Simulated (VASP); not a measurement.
Write the native input for VASP 6.6.1 that does the following.

```yaml
Task: single point
Functional: LDA
Potentials_or_basis: VASP PAW LDA potentials, release 64 (Bi_d, Pt)
Cutoff: 520 eV
k_mesh: 8 × 8 × 8
Occupations: fermi-dirac, width 0.1 eV
Spin: no spin polarisation
Dipole_correction: no
Further_INCAR_settings: ALGO = Normal; EDIFF = 1e-07; NBANDS = 30
```

The structure of BiPt3 lies in POSCAR:

```
BiPt3
1.0
   -2.0462790000      2.0462790000      4.3658290000
    2.0462790000     -2.0462790000      4.3658290000
    2.0462790000      2.0462790000     -4.3658290000
Bi Pt
1 3
Direct
    0.0000000000      0.0000000000      0.0000000000
    0.7500000000      0.2500000000      0.5000000000
    0.2500000000      0.7500000000      0.5000000000
    0.5000000000      0.5000000000      0.0000000000
```

One way to write it, as run:

INCAR

```
ALGO = Normal ; EDIFF = 1E-7
ENCUT = 520 ; ISIF = 2
ISMEAR = -1 ; LASPH = True
LCHARG = False ; LREAL = False
LWAVE = False ; NBANDS = 30
NELM = 60 ; PREC = Accurate
SIGMA = 0.1
```

KPOINTS

```
k-points
0
Gamma
  8 8 8
```

Potentials or basis: VASP PAW LDA potentials, release 64 (Bi_d, Pt).

Launch:

```sh
$ cat potpaw_LDA.64/Bi_d/POTCAR potpaw_LDA.64/Pt/POTCAR > POTCAR
$ mpirun -np 1 vasp_std > vasp.out
```

Results of the run:

```yaml
Pressure: -10.8 GPa
Band_gap_on_the_k_mesh: zero (an odd number of electrons rules out a gap without spin polarisation)
```

Caveat: the cell stands under tension; spin-orbit coupling is left out, which moves the levels of the heavy elements.

It took 2.4 min on 1 thread of Intel(R) Xeon(R) Platinum 8259CL CPU @ 2.50GHz (Skylake/Cascade Lake) (shared host), peak memory 0.27 GiB.
